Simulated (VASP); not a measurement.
A run of VASP 6.6.1 is set up as follows.

The input INCAR:

```
ALGO = Normal
EDIFF = 1E-6
ENCUT = 520
GGA = PE
ISIF = 2
ISMEAR = 0
ISYM = 0
LASPH = True
LCHARG = False
LREAL = Auto
LWAVE = False
NBANDS = 30
NELM = 100
PREC = Accurate
SIGMA = 0.1
```

Contents of KPOINTS:

```
Automatic mesh
0
Gamma
  2 2 2
  0.5 0.5 0.5
```

The input POSCAR:

```
LiH
1.0
   -4.0650000000      4.0650000000      0.0000000000
   -4.0650000000      0.0000000000      4.0650000000
    0.0000000000      4.0650000000      4.0650000000
Li H
8 8
Direct
    0.0000000000      0.0000000000      0.0000000000
    0.5000000000      0.0000000000      0.0000000000
    0.0000000000      0.5000000000      0.0000000000
    0.0000000000      0.0000000000      0.5000000000
    0.5000000000      0.5000000000      0.0000000000
    0.5000000000      0.0000000000      0.5000000000
    0.0000000000      0.5000000000      0.5000000000
    0.5000000000      0.5000000000      0.5000000000
    0.7500000000      0.7500000000      0.7500000000
    0.2500000000      0.7500000000      0.7500000000
    0.7500000000      0.2500000000      0.7500000000
    0.7500000000      0.7500000000      0.2500000000
    0.2500000000      0.2500000000      0.7500000000
    0.2500000000      0.7500000000      0.2500000000
    0.7500000000      0.2500000000      0.2500000000
    0.2500000000      0.2500000000      0.2500000000
```

Potentials or basis: VASP PAW PBE potentials, release 64 (Li_sv, H).

Run with:

```console
$ cat potpaw_PBE.64/Li_sv/POTCAR potpaw_PBE.64/H/POTCAR > POTCAR
$ mpirun -np 1 vasp_std > vasp.out
```

Q: What does it give for the band gap on the k mesh?

A: 4.80 eV.

Caveat: the k points lie up to 0.67 Å⁻¹ apart; a shifted mesh leaves out Γ, where band edges can lie. A k mesh can miss the band edges.
